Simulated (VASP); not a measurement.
# SiNi3 (Pm-3m) in VASP: notebook, part 2 of 2

VASP 6.6.1.

### Step 4. Single point, PBEsol

This run uses another cell than the first one: it holds 12 atoms, not 4.

File INCAR:

```
  PREC = Accurate
  ENCUT = 520
  EDIFF = 1E-6
  ISMEAR = 0
  SIGMA = 0.15
  LREAL = False
  LASPH = True
  NELM = 80
  ALGO = Fast
  ISIF = 2
  LWAVE = False
  LCHARG = False
  GGA = PS
  NBANDS = 63
  LUSENCCL = False
```

File KPOINTS:

```
Automatic mesh
0
Gamma
  13 13 5
```

File POSCAR:

```
SiNi3
1.0
    0.0000000000     -3.4612457362      0.0000000000
    0.0000000000      0.0000000000     -3.4612457362
   10.3837372087      0.0000000000      0.0000000000
Si Ni
3 9
Direct
    0.0000000000      0.0000000000      0.0000000000
    0.0000000000      0.0000000000      0.3333333333
    0.0000000000      0.0000000000      0.6666666667
    0.5000000000      0.5000000000      0.0000000000
    0.5000000000      0.5000000000      0.3333333333
    0.5000000000      0.5000000000      0.6666666667
    0.0000000000      0.5000000000      0.1666666667
    0.0000000000      0.5000000000      0.5000000000
    0.0000000000      0.5000000000      0.8333333333
    0.5000000000      0.0000000000      0.1666666667
    0.5000000000      0.0000000000      0.5000000000
    0.5000000000      0.0000000000      0.8333333333
```

Potentials or basis: VASP PAW PBE potentials, release 64 (Si, Ni).

The run is started by

```bash
> cat potpaw_PBE.64/Si/POTCAR potpaw_PBE.64/Ni/POTCAR > POTCAR
> mpirun -np 1 vasp_std > vasp.out
```

OUTCAR:

```text
PREC = Accurate
   ENCUT = 520
   EDIFF = 1E-6
   ISMEAR = 0
   LREAL = False
   LASPH = True
   NELM = 80
   ISIF = 2
   GGA = PS

 ion  position               nearest neighbor table
   1  0.000  0.000  0.000-   4 2.45   4 2.45   4 2.45   4 2.45  12 2.45   7 2.45   7 2.45   9 2.45
                             9 2.45  10 2.45  12 2.45  10 2.45
   2  0.000  0.000  0.333-   7 2.45  10 2.45   7 2.45  10 2.45   5 2.45   5 2.45   5 2.45   5 2.45
                             8 2.45  11 2.45  11 2.45   8 2.45
   3  0.000  0.000  0.667-   9 2.45  12 2.45   9 2.45  12 2.45   6 2.45   6 2.45   6 2.45   6 2.45
                            11 2.45  11 2.45   8 2.45   8 2.45
   4  0.500  0.500  0.000-   1 2.45   1 2.45   1 2.45   1 2.45  12 2.45   7 2.45  10 2.45  12 2.45
                             9 2.45   7 2.45   9 2.45  10 2.45
   5  0.500  0.500  0.333-   7 2.45  10 2.45  10 2.45   7 2.45   2 2.45   2 2.45   2 2.45   2 2.45
                             8 2.45  11 2.45   8 2.45  11 2.45
   6  0.500  0.500  0.667-   9 2.45  12 2.45  12 2.45   9 2.45   3 2.45   3 2.45   3 2.45   3 2.45
                            11 2.45   8 2.45  11 2.45   8 2.45
   7  0.000  0.500  0.167-   2 2.45   5 2.45   2 2.45   5 2.45  10 2.45  10 2.45  10 2.45  10 2.45
                             4 2.45   1 2.45   1 2.45   4 2.45
   8  0.000  0.500  0.500-  11 2.45  11 2.45  11 2.45  11 2.45   2 2.45   2 2.45   3 2.45   3 2.45
                             5 2.45   6 2.45   5 2.45   6 2.45
   9  0.000  0.500  0.833-   3 2.45   6 2.45   3 2.45   6 2.45  12 2.45  12 2.45  12 2.45  12 2.45
                             4 2.45   1 2.45   1 2.45   4 2.45
  10  0.500  0.000  0.167-   2 2.45   5 2.45   5 2.45   2 2.45   7 2.45   7 2.45   7 2.45   7 2.45
                             1 2.45   4 2.45   1 2.45   4 2.45
  11  0.500  0.000  0.500-   8 2.45   8 2.45   8 2.45   8 2.45   2 2.45   5 2.45   6 2.45   3 2.45
                             2 2.45   3 2.45   5 2.45   6 2.45
  12  0.500  0.000  0.833-   3 2.45   6 2.45   6 2.45   3 2.45   9 2.45   9 2.45   9 2.45   9 2.45
                             1 2.45   4 2.45   1 2.45   4 2.45

  LATTYP: Found a simple tetragonal cell.
 ALAT       =     3.4612457362
 C/A-ratio  =     3.0000000000

  Lattice vectors:

 A1 = (   0.0000000000,  -3.4612457362,   0.0000000000)
 A2 = (   0.0000000000,   0.0000000000,  -3.4612457362)
 A3 = (  10.3837372087,   0.0000000000,   0.0000000000)

Analysis of symmetry for initial positions (statically):
=====================================================================
 Subroutine PRICEL returns following result:

  LATTYP: Found a simple cubic cell.
 ALAT       =     3.4612457362

  Lattice vectors:

 A1 = (   0.0000000000,  -3.4612457362,   0.0000000000)
 A2 = (   0.0000000000,   0.0000000000,  -3.4612457362)
 A3 = (   3.4612457359,   0.0000000000,   0.0000000000)

   3 primitive cells build up your supercell.

 Routine SETGRP: Setting up the symmetry group for a
 simple tetragonal supercell.

 Subroutine GETGRP returns: Found 16 space group operations
 (whereof 16 operations were pure point group operations)
 out of a pool of 16 trial point group operations.

The static configuration has the point symmetry D_4h.

Analysis of symmetry for dynamics (positions and initial velocities):
=====================================================================
 Subroutine PRICEL returns following result:

  LATTYP: Found a simple cubic cell.
 ALAT       =     3.4612457362

  Lattice vectors:
[... 101 lines left out ...]
   number of dos      NEDOS =    301   number of ions     NIONS =     12
   total plane-waves  NPLWV =  62720
   dimension x,y,z NGX =    28 NGY =   28 NGZ =   80
   dimension x,y,z NGXF=    56 NGYF=   56 NGZF=  160
   ions per type =               3   9
   NGX,Y,Z   is equivalent  to a cutoff of  13.45, 13.45, 12.81 a.u.
   NGXF,Y,Z  is equivalent  to a cutoff of  26.90, 26.90, 25.62 a.u.
 SYSTEM =  unknown system
   PREC   = accura    normal or accurate (medium, high low for compatibility)
   ISTART =      0    job   : 0-new  1-cont  2-samecut
   ICHARG =      2    charge: 1-file 2-atom 10-const
   ISPIN  =      1    spin polarized calculation?
   LNONCOLLINEAR =      F non collinear calculations
   LSORBIT =      F    spin-orbit coupling
   LASPH  =      T    aspherical Exc in radial PAW
   ENCUT  =  520.0 eV  38.22 Ry    6.18 a.u.   6.44  6.44 19.31*2*pi/ulx,y,z
   NELM   =     80;   NELMIN=  2; NELMDL= -5     # of ELM steps
   EDIFF  = 0.1E-05   stopping-criterion for ELM
   LREAL  =      F    real-space projection
   EDIFFG = 0.1E-04   stopping-criterion for IOM
   NSW    =      0    number of steps for IOM
   IBRION =     -1    ionic relax: 0-MD 1-quasi-New 2-CG
   NFREE  =      0    steps in history (QN), initial steepest desc. (CG)
   ISIF   =      2    stress and relaxation
   ISYM   =      2    0-nonsym 1-usesym 2-fastsym
   POTIM  = 0.5000    time-step for ionic-motion
   TEBEG  =    0.0;   TEEND  =   0.0 temperature during run
   PSTRESS=    0.0 pullay stress
   NELECT =     102.0000    total number of electrons
   NUPDOWN=      -1.0000    fix difference up-down
   EMIN   =  10.00;   EMAX   =-10.00  energy-range for DOS
   EFERMI =   0.00;   METHOD = LEGACY
   ISMEAR =     0;   SIGMA  =   0.15  broadening in eV -4-tet -1-fermi 0-gaus
   EFERMI_NEDOS =   21; number of points for ismear=-14 and -15
   IALGO  =     68    algorithm
   IMIX   =      4    mixing-type and parameters
     AMIX     =   0.40;   BMIX     =  1.00
     AMIX_MAG =   1.60;   BMIX_MAG =  1.00
  volume/ion in A,a.u.               =      10.37        69.96
  Fermi-wavevector in a.u.,A,eV,Ry     =   1.532270  2.895571 31.944467  2.347852
  Thomas-Fermi vector in A             =   2.639499
   LORBIT       =      0    0 simple, 1 ext, 2 COOP (PROOUT), +10 PAW based schemes
   GGA     = PS    functional components
   LHFCALC =     F    Hartree Fock is set to
   AEXX    =    0.0000 exact exchange contribution
   IVDW    =     0    specifies the selected vdW correction
   LEPSILON=     F    determine dielectric tensor
   LRPA    =     F    only Hartree local field effects (RPA)
 non-spin polarized calculation
 RMM-DIIS sequential band-by-band and
 Gauss-broadening in eV      SIGMA  =   0.15
  energy-cutoff  :      520.00
  volume of cell :      124.40
 maximum number of plane-waves:      3375
 NGX is ok and might be reduce to    28

 number of electron     101.9999932 magnetization

 Free energy of the ion-electron system (eV)
  ---------------------------------------------------
  ext. energy  EPLUGINS =         0.00000000
  ---------------------------------------------------
  free energy    TOTEN  =       -78.90980166 eV

  energy without entropy =      -78.84797126  energy(sigma->0) =      -78.87888646

 E-fermi :  11.1073     XC(G=0): -13.4549

 val. band max:       11.0941137369   @ k =   0.0769   0.0000   0.2000
 cond. band min:      11.1159100388   @ k =   0.4615   0.4615   0.0000
 fundamental gap:      0.0217963019
 Fermi energy:        11.1073100252

 k-point     1 :       0.0000    0.0000    0.0000
  band No.  band energies     occupation
      1      -1.1436      2.00000
      2       0.1220      2.00000
      3       0.1220      2.00000
      4       4.3553      2.00000
      5       4.3553      2.00000
      6       5.9595      2.00000
[... 1573 lines left out ...]
     62      15.6902      0.00000
     63      16.2715      0.00000

 [... further k-points ...]
[... 5 lines left out ...]
  --------------------------------------------------------------------------------------
  -------------------------------------------------------------------------------------
  Total        0.2319219      0.2333706      0.2333706      0.0000000      0.0000000     -0.0000000
  in kB        2.9869901      3.0056480      3.0056480      0.0000000      0.0000000     -0.0000000
  external PRESSURE =       2.9994287 kB  Pullay stress =       0.0000000 kB

 VOLUME and BASIS-vectors are now :
 -----------------------------------------------------------------------------
  energy-cutoff  :      520.00
  volume of cell :      124.40
      direct lattice vectors                 reciprocal lattice vectors
     0.000000000 -3.461245736  0.000000000     0.000000000 -0.288913321  0.000000000
     0.000000000  0.000000000 -3.461245736     0.000000000  0.000000000 -0.288913321
    10.383737209  0.000000000  0.000000000     0.096304440  0.000000000  0.000000000

 POSITION                                       TOTAL-FORCE (eV/Angst)
 -----------------------------------------------------------------------------------
      0.00000      0.00000      0.00000        -0.000000      0.000000      0.000000
      3.46125      0.00000      0.00000        -0.000000      0.000000      0.000000
      6.92249      0.00000      0.00000        -0.000000      0.000000      0.000000
      0.00000     -1.73062     -1.73062        -0.000000     -0.000000     -0.000000
      3.46125     -1.73062     -1.73062        -0.000000      0.000000      0.000000
      6.92249     -1.73062     -1.73062        -0.000000     -0.000000     -0.000000
      1.73062      0.00000     -1.73062        -0.000000      0.000000     -0.000000
      5.19187      0.00000     -1.73062        -0.000000      0.000000      0.000000
      8.65311      0.00000     -1.73062        -0.000000      0.000000      0.000000
      1.73062     -1.73062      0.00000         0.000000      0.000000      0.000000
      5.19187     -1.73062      0.00000        -0.000000     -0.000000      0.000000
      8.65311     -1.73062      0.00000        -0.000000      0.000000      0.000000
 -----------------------------------------------------------------------------------
    total drift:                                0.000000     -0.000000     -0.000000

  FREE ENERGIE OF THE ION-ELECTRON SYSTEM (eV)
  ---------------------------------------------------
  free  energy   TOTEN  =       -78.9098016587 eV

  energy  without entropy=      -78.8479712622  energy(sigma->0) =      -78.87888646
```

Wall time 12 min (1 × NVIDIA H100 80GB with 1 thread of Intel Xeon Platinum 8481C at 2.70GHz (Sapphire Rapids), shared host); peak memory 1.5 GiB.

Results:

```yaml
Free_energy: -78.9098 eV
Pressure: 0.3 GPa
Band_gap_on_the_k_mesh: zero (bands 51 and 52 overlap by 0.24 eV)
```

Levels at points of the mesh, in eV from the Fermi level:
```
           k point  band 48  band 49  band 50  band 51  band 52  band 53  band 54  band 55
(0.00, 0.00, 0.00)    -0.32     0.02     0.02     0.02     0.02     0.02     2.29     2.29
```

Caveat: the PAW data sets were made with another functional, which shifts forces and pressure a little.

### Step 5. Relaxation of cell and atoms, PBEsol, collinear spin, ferromagnetic start

This run uses another cell than the first one: it holds 8 atoms, not 4.

File INCAR:

```
SYSTEM = SiNi3
ALGO = Fast ; EDIFF = 1E-7
EDIFFG = -0.015 ; ENCUT = 600
GGA = PS ; IBRION = 2
ISIF = 3 ; ISMEAR = 0
ISPIN = 2 ; LASPH = .True.
LCHARG = .False. ; LMAXMIX = 4
LORBIT = 11 ; LREAL = .False.
LWAVE = .False. ; MAGMOM = 0 0 2 2 2 2 2 2
NELM = 150 ; NSW = 80
PREC = Accurate ; SIGMA = 0.1
```

File KPOINTS:

```
k-points
0
Gamma
  8 8 8
  0 0 0
```

File POSCAR:

```
SiNi3
1.0
   -3.4612457486      3.4612457486      0.0000000000
    0.0000000000      3.4612457486     -3.4612457486
   -3.4612457486      0.0000000000     -3.4612457486
Si Ni
2 6
Direct
    0.0000000000      0.0000000000      0.0000000000
    0.5000000000      0.5000000000      0.5000000000
    0.5000000000      0.0000000000      0.5000000000
    0.0000000000      0.5000000000      0.0000000000
    0.0000000000      0.0000000000      0.5000000000
    0.5000000000      0.5000000000      0.0000000000
    0.5000000000      0.0000000000      0.0000000000
    0.0000000000      0.5000000000      0.5000000000
```

The run is started by

```bash
> cat potpaw_PBE.64/Si/POTCAR potpaw_PBE.64/Ni/POTCAR > POTCAR
> mpirun -np 1 vasp_std > vasp.out
```

It took 8.9 min on 1 thread of Oxide Virtual Turin-like, shared host; peak memory 0.37 GiB.

Results (log left out):

```yaml
Free_energy: -52.5924 eV
Pressure_after_relaxing: 0.0 GPa
Band_gap_on_the_k_mesh: zero (filled and empty bands overlap)
Net_moment: 0.00 μB per cell
Valence_electrons_inside_the_program's_atomic_spheres: Si 1.57; Ni 9.56
```

Final structure:
```
CELL_PARAMETERS angstrom
-3.46125 3.46125 0.00000
0.00000 3.46125 -3.46125
-3.46125 0.00000 -3.46125
ATOMIC_POSITIONS crystal
Si 0.00000 0.00000 0.00000
Si 0.50000 0.50000 0.50000
Ni 0.50000 0.00000 0.50000
Ni 0.00000 0.50000 0.00000
Ni 0.00000 0.00000 0.50000
Ni 0.50000 0.50000 0.00000
Ni 0.50000 0.00000 0.00000
Ni 0.00000 0.50000 0.50000
```

Levels at points of the mesh, in eV from the Fermi level:
Spin up:
| k point | band 30 | band 31 | band 32 | band 33 | band 34 | band 35 | band 36 | band 37 | band 38 | band 39 |
| --- | --- | --- | --- | --- | --- | --- | --- | --- | --- | --- |
| (0.00, 0.00, 0.00) | -0.64 | -0.51 | -0.30 | -0.21 | -0.21 | -0.21 | 0.03 | 0.03 | 0.03 | 1.40 |
| (0.50, 0.00, 0.00) | -1.05 | -0.31 | -0.31 | -0.15 | -0.15 | 0.80 | 0.80 | 0.80 | 0.80 | 4.78 |
| (0.50, 0.50, 0.00) | -1.17 | -1.07 | -1.01 | -0.57 | 0.04 | 0.70 | 0.70 | 3.78 | 3.78 | 5.34 |
Spin down:
| k point | band 31 | band 32 | band 33 | band 34 | band 35 | band 36 | band 37 | band 38 |
| --- | --- | --- | --- | --- | --- | --- | --- | --- |
| (0.00, 0.00, 0.00) | -0.51 | -0.30 | -0.21 | -0.21 | -0.21 | 0.03 | 0.03 | 0.03 |
| (0.50, 0.00, 0.00) | -0.31 | -0.31 | -0.15 | -0.15 | 0.80 | 0.80 | 0.80 | 0.80 |
| (0.50, 0.50, 0.00) | -1.07 | -1.01 | -0.57 | 0.04 | 0.70 | 0.70 | 3.78 | 3.78 |

Caveat: the relaxation stopped at its first step, so nothing moved; the PAW data sets were made with another functional, which shifts forces and pressure a little.

### Step 6. The runs side by side

| task | cell | k mesh | cutoff (eV) | smearing | gap on the mesh (eV) | pressure (GPa) |
| --- | --- | --- | --- | --- | --- | --- |
| relaxation of cell and atoms | relaxed to 40 GPa from a = 3.317 Å, 4 atoms, atomic positions A | 12 × 12 × 12 | 600 | gaussian 0.1 eV | none | 40.0 |
| relaxation of cell and atoms | relaxed to 20 GPa from a = 3.379 Å, 4 atoms, atomic positions A | 12 × 12 × 12 | 600 | gaussian 0.1 eV | none | 20.0 |
| single point | a = 3.461, b = 3.461, c = 10.384 Å, 12 atoms, atomic positions B | 13 × 13 × 5 | 520 | gaussian 0.15 eV | none | 0.3 |

Alike in all rows: level PBEsol; potentials or basis VASP PAW PBE potentials, release 64 (Si, Ni); no spin polarisation.

Caveats: the PAW data sets were made with another functional, which shifts forces and pressure a little; the cell is relaxed towards a set pressure, so the run minimises the enthalpy, not the energy (at least some runs).

Total energies depend on the potentials used, so only differences within one code and one set of settings carry meaning.
